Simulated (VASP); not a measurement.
# MgF2 (P4_2/mnm) in VASP: further runs

MgF2 is run at these levels: LDA; tasks: single point.

Everything below comes from runs of VASP 6.6.1. Logs are shortened: lines on timing, memory, paths and dates and some standing lists are left out, and cuts for length are marked.

**1. The cell of the first run**

Symmetry: P4_2/mnm, No. 136, tetragonal system. The conventional cell has a = 4.527 Å, b = 4.527 Å, c = 2.954 Å, α = 90.00°, β = 90.00°, γ = 90.00°. Mg (site symmetry mmm) has 6 F at 1.94 Å within 2.6 Å. F (site symmetry m2m) has 3 Mg at 1.94 Å and 1 F at 2.52 Å within 2.6 Å.

**2. Single point, LDA (volume scaled by 0.94)**

INCAR reads:

```
SYSTEM = MgF2
PREC = Accurate
ENCUT = 600
EDIFF = 1E-6
ISMEAR = -1
SIGMA = 0.02
LREAL = .False.
LASPH = .True.
NELM = 120
ALGO = Normal
ISIF = 2
LWAVE = .False.
LCHARG = .False.
NBANDS = 25
GGA_COMPAT = .False.
```

KPOINTS reads:

```
Automatic mesh
0
Gamma
  5 5 7
  0 0 0
```

POSCAR reads:

```
MgF2
1.0
    4.5269612842      0.0000000000      0.0000000000
    0.0000000000      4.5269612842      0.0000000000
    0.0000000000      0.0000000000      2.9543337453
Mg F
2 4
Direct
    0.0000000000      0.0000000000      0.0000000000
    0.5000000000      0.5000000000      0.5000000000
    0.3028000000      0.3028000000      0.0000000000
    0.1972000000      0.8028000000      0.5000000000
    0.6972000000      0.6972000000      0.0000000000
    0.8028000000      0.1972000000      0.5000000000
```

Potentials or basis: VASP PAW LDA potentials, release 64 (Mg, F).

Launch:

```sh
$ cat potpaw_LDA.64/Mg/POTCAR potpaw_LDA.64/F/POTCAR > POTCAR
$ mpirun -np 1 vasp_std > vasp.out
```

OUTCAR:

```text
SYSTEM = MgF2
   PREC = Accurate
   ENCUT = 600
   EDIFF = 1E-6
   ISMEAR = -1
   LREAL = .False.
   LASPH = .True.
   NELM = 120
   ISIF = 2

 ion  position               nearest neighbor table
   1  0.000  0.000  0.000-   3 1.94   5 1.94   4 1.94   6 1.94   4 1.94   6 1.94   2 3.53   2 3.53
                             2 3.53   2 3.53   2 3.53   2 3.53   2 3.53   2 3.53
   2  0.500  0.500  0.500-   4 1.94   6 1.94   5 1.94   3 1.94   3 1.94   5 1.94   1 3.53   1 3.53
                             1 3.53   1 3.53   1 3.53   1 3.53   1 3.53   1 3.53
   3  0.303  0.303  0.000-   1 1.94   2 1.94   2 1.94
   4  0.197  0.803  0.500-   2 1.94   1 1.94   1 1.94
   5  0.697  0.697  0.000-   1 1.94   2 1.94   2 1.94
   6  0.803  0.197  0.500-   2 1.94   1 1.94   1 1.94

  LATTYP: Found a simple tetragonal cell.
 ALAT       =     4.5269612842
 C/A-ratio  =     0.6526085734

  Lattice vectors:

 A1 = (   4.5269612842,   0.0000000000,   0.0000000000)
 A2 = (   0.0000000000,   4.5269612842,   0.0000000000)
 A3 = (   0.0000000000,   0.0000000000,   2.9543337453)

Analysis of symmetry for initial positions (statically):
=====================================================================
 Subroutine PRICEL returns:
 Original cell was already a primitive cell.

 Routine SETGRP: Setting up the symmetry group for a
 simple tetragonal supercell.

 Subroutine GETGRP returns: Found 16 space group operations
 (whereof  8 operations were pure point group operations)
 out of a pool of 16 trial point group operations.

The static configuration has the point symmetry D_2h.
 The point group associated with its full space group is D_4h.

Analysis of symmetry for dynamics (positions and initial velocities):
=====================================================================
 Subroutine PRICEL returns:
 Original cell was already a primitive cell.

 Routine SETGRP: Setting up the symmetry group for a
 simple tetragonal supercell.

 Subroutine GETGRP returns: Found 16 space group operations
 (whereof  8 operations were pure point group operations)
 out of a pool of 16 trial point group operations.

The dynamic configuration has the point symmetry D_2h.
 The point group associated with its full space group is D_4h.

 Subroutine INISYM returns: Found 16 space group operations
 (whereof  8 operations are pure point group operations),
 and found     1 'primitive' translations

----------------------------------------------------------------------------------------

                                     Primitive cell

  volume of cell :      60.5443

  direct lattice vectors                    reciprocal lattice vectors
     4.526961284  0.000000000  0.000000000     0.220898730  0.000000000  0.000000000
     0.000000000  4.526961284  0.000000000     0.000000000  0.220898730  0.000000000
     0.000000000  0.000000000  2.954333745     0.000000000  0.000000000  0.338485793

  length of vectors
     4.526961284  4.526961284  2.954333745     0.220898730  0.220898730  0.338485793

  position of ions in fractional coordinates (direct lattice)
     0.000000000  0.000000000  0.000000000
     0.500000000  0.500000000  0.500000000
     0.302800000  0.302800000  0.000000000
     0.197200000  0.802800000  0.500000000
     0.697200000  0.697200000  0.000000000
     0.802800000  0.197200000  0.500000000

  ion indices of the primitive-cell ions
   primitive index   ion index
                 1           1
                 2           2
                 3           3
                 4           4
                 5           5
                 6           6

----------------------------------------------------------------------------------------

 KPOINTS: Automatic mesh

Automatic generation of k-mesh.
 Grid dimensions read from file:
 generate k-points for:    5    5    7

 Generating k-lattice:

  Cartesian coordinates                     Fractional coordinates (reciprocal lattice)
     0.044179746  0.000000000  0.000000000     0.200000000  0.000000000  0.000000000
     0.000000000  0.044179746  0.000000000     0.000000000  0.200000000  0.000000000
     0.000000000  0.000000000  0.048355113     0.000000000  0.000000000  0.142857143

  Length of vectors
     0.044179746  0.044179746  0.048355113

  Shift w.r.t. Gamma in fractional coordinates (k-lattice)
     0.000000000  0.000000000  0.000000000

 Subroutine IBZKPT returns following result:
 ===========================================

 Found     24 irreducible k-points:

 Following reciprocal coordinates:
            Coordinates               Weight
  0.000000  0.000000  0.000000      1.000000
  0.200000  0.000000  0.000000      4.000000
  0.400000  0.000000  0.000000      4.000000
  0.200000  0.200000  0.000000      4.000000
  0.400000  0.200000  0.000000      8.000000
  0.400000  0.400000  0.000000      4.000000
[... 16 lines left out ...]
  0.400000  0.200000  0.428571     16.000000
  0.400000  0.400000  0.428571      8.000000
   k-points           NKPTS =     24   k-points in BZ     NKDIM =     24   number of bands    NBANDS=     25
   number of dos      NEDOS =    301   number of ions     NIONS =      6
   total plane-waves  NPLWV =  31104
   dimension x,y,z NGX =    36 NGY =   36 NGZ =   24
   dimension x,y,z NGXF=    72 NGYF=   72 NGZF=   48
   ions per type =               2   4
   NGX,Y,Z   is equivalent  to a cutoff of  13.22, 13.22, 13.51 a.u.
   NGXF,Y,Z  is equivalent  to a cutoff of  26.44, 26.44, 27.01 a.u.
 SYSTEM =  MgF2
   PREC   = accura    normal or accurate (medium, high low for compatibility)
   ISTART =      0    job   : 0-new  1-cont  2-samecut
   ICHARG =      2    charge: 1-file 2-atom 10-const
   ISPIN  =      1    spin polarized calculation?
   LNONCOLLINEAR =      F non collinear calculations
   LSORBIT =      F    spin-orbit coupling
   LASPH  =      T    aspherical Exc in radial PAW
   ENCUT  =  600.0 eV  44.10 Ry    6.64 a.u.   9.04  9.04  5.90*2*pi/ulx,y,z
   NELM   =    120;   NELMIN=  2; NELMDL= -5     # of ELM steps
   EDIFF  = 0.1E-05   stopping-criterion for ELM
   LREAL  =      F    real-space projection
   EDIFFG = 0.1E-04   stopping-criterion for IOM
   NSW    =      0    number of steps for IOM
   IBRION =     -1    ionic relax: 0-MD 1-quasi-New 2-CG
   NFREE  =      0    steps in history (QN), initial steepest desc. (CG)
   ISIF   =      2    stress and relaxation
   ISYM   =      2    0-nonsym 1-usesym 2-fastsym
   POTIM  = 0.5000    time-step for ionic-motion
   TEBEG  =    0.0;   TEEND  =   0.0 temperature during run
   PSTRESS=    0.0 pullay stress
   NELECT =      32.0000    total number of electrons
   NUPDOWN=      -1.0000    fix difference up-down
   EMIN   =  10.00;   EMAX   =-10.00  energy-range for DOS
   EFERMI =   0.00;   METHOD = LEGACY
   ISMEAR =    -1;   SIGMA  =   0.02  broadening in eV -4-tet -1-fermi 0-gaus
   EFERMI_NEDOS =   21; number of points for ismear=-14 and -15
   IALGO  =     38    algorithm
   IMIX   =      4    mixing-type and parameters
     AMIX     =   0.40;   BMIX     =  1.00
     AMIX_MAG =   1.60;   BMIX_MAG =  1.00
  volume/ion in A,a.u.               =      10.09        68.10
  Fermi-wavevector in a.u.,A,eV,Ry     =   1.323632  2.501301 23.837415  1.752001
  Thomas-Fermi vector in A             =   2.453225
   LORBIT       =      0    0 simple, 1 ext, 2 COOP (PROOUT), +10 PAW based schemes
   GGA     = CA    functional components
   LHFCALC =     F    Hartree Fock is set to
   AEXX    =    0.0000 exact exchange contribution
   IVDW    =     0    specifies the selected vdW correction
   LEPSILON=     F    determine dielectric tensor
   LRPA    =     F    only Hartree local field effects (RPA)
 non-spin polarized calculation
  energy-cutoff  :      600.00
  volume of cell :       60.54
 maximum number of plane-waves:      2037
   NGX = 19   NGY = 19   NGZ = 11

 number of electron      32.0000000 magnetization

 Free energy of the ion-electron system (eV)
  ---------------------------------------------------
  ext. energy  EPLUGINS =         0.00000000
  ---------------------------------------------------
  free energy    TOTEN  =       -35.07906466 eV

  energy without entropy =      -35.07906466  energy(sigma->0) =      -35.07906466

 E-fermi :  -0.6791     XC(G=0): -10.8419

 val. band max:       -1.1109422172   @ k =   0.0000   0.0000   0.0000
 cond. band min:       6.1999410857   @ k =   0.0000   0.0000   0.0000
 fundamental gap:      7.3108833028
 Fermi energy:        -0.6791074350

 k-point     1 :       0.0000    0.0000    0.0000
  band No.  band energies     occupation
      1     -21.8057      2.00000
      2     -20.7981      2.00000
      3     -20.7981      2.00000
      4     -20.6770      2.00000
      5      -5.6104      2.00000
      6      -4.0388      2.00000
[... 17 lines left out ...]
     24      17.8149      0.00000
     25      17.8149      0.00000

 k-point     2 :       0.2000    0.0000    0.0000
  band No.  band energies     occupation
      1     -21.7267      2.00000
      2     -20.9453      2.00000
      3     -20.7759      2.00000
      4     -20.6449      2.00000
      5      -5.4505      2.00000
      6      -3.9483      2.00000
[... 17 lines left out ...]
     24      17.4156      0.00000
     25      17.8229      0.00000

 k-point     3 :       0.4000    0.0000    0.0000
  band No.  band energies     occupation
      1     -21.5111      2.00000
      2     -21.2209      2.00000
      3     -20.7202      2.00000
      4     -20.6624      2.00000
      5      -5.0551      2.00000
      6      -4.5381      2.00000
[... 552 lines left out ...]
 k-point    23 :       0.4000    0.2000    0.4286
  band No.  band energies     occupation
      1     -21.0321      2.00000
      2     -20.9535      2.00000
      3     -20.7489      2.00000
      4     -20.7377      2.00000
      5      -4.9788      2.00000
      6      -4.8225      2.00000
[... 17 lines left out ...]
     24      15.3149      0.00000
     25      16.0471      0.00000

 k-point    24 :       0.4000    0.4000    0.4286
  band No.  band energies     occupation
      1     -20.9956      2.00000
      2     -20.9640      2.00000
      3     -20.7551      2.00000
      4     -20.7504      2.00000
      5      -5.1914      2.00000
      6      -5.1265      2.00000
[... 17 lines left out ...]
     24      14.9538      0.00000
     25      16.4325      0.00000

------------------------ aborting loop because EDIFF is reached ----------------------------------------

  FORCE on cell =-STRESS in cart. coord.  units (eV):
  Direction    XX          YY          ZZ          XY          YZ          ZX
  --------------------------------------------------------------------------------------
  -------------------------------------------------------------------------------------
  Total        0.4082090      0.4082090      1.4732723      0.0000000      0.0000000      0.0000000
  in kB       10.8023936     10.8023936     38.9870593      0.0000000      0.0000000      0.0000000
  external PRESSURE =      20.1972821 kB  Pullay stress =       0.0000000 kB

 VOLUME and BASIS-vectors are now :
 -----------------------------------------------------------------------------
  energy-cutoff  :      600.00
  volume of cell :       60.54
      direct lattice vectors                 reciprocal lattice vectors
     4.526961284  0.000000000  0.000000000     0.220898730  0.000000000  0.000000000
     0.000000000  4.526961284  0.000000000     0.000000000  0.220898730  0.000000000
     0.000000000  0.000000000  2.954333745     0.000000000  0.000000000  0.338485793

 POSITION                                       TOTAL-FORCE (eV/Angst)
 -----------------------------------------------------------------------------------
      0.00000      0.00000      0.00000         0.000000      0.000000     -0.000000
      2.26348      2.26348      1.47717         0.000000      0.000000     -0.000000
      1.37076      1.37076      0.00000        -0.066512     -0.066512      0.000000
      0.89272      3.63424      1.47717         0.066512     -0.066512      0.000000
      3.15620      3.15620      0.00000         0.066512      0.066512     -0.000000
      3.63424      0.89272      1.47717        -0.066512      0.066512     -0.000000
 -----------------------------------------------------------------------------------
    total drift:                                0.000000      0.000000      0.000000

  FREE ENERGIE OF THE ION-ELECTRON SYSTEM (eV)
  ---------------------------------------------------
  free  energy   TOTEN  =       -35.0790646608 eV

  energy  without entropy=      -35.0790646608  energy(sigma->0) =      -35.07906466
```

Wall time 17 s (1 thread of AMD EPYC 9R45 (Zen 5), shared host); peak memory 0.14 GiB.

What came out:

```
Free energy            : -35.0791 eV
Pressure               : 2.0 GPa
Largest force          : 0.094 eV/Å
Band gap on the k mesh : 7.31 eV, direct
```

Forces in eV/Å, atoms in the order of the input:
```
Mg   0.000  0.000  0.000
Mg   0.000  0.000  0.000
F   -0.067 -0.067  0.000
F    0.067 -0.067  0.000
F    0.067  0.067  0.000
F   -0.067  0.067  0.000
```

(Part 1 of 3 ends here.)
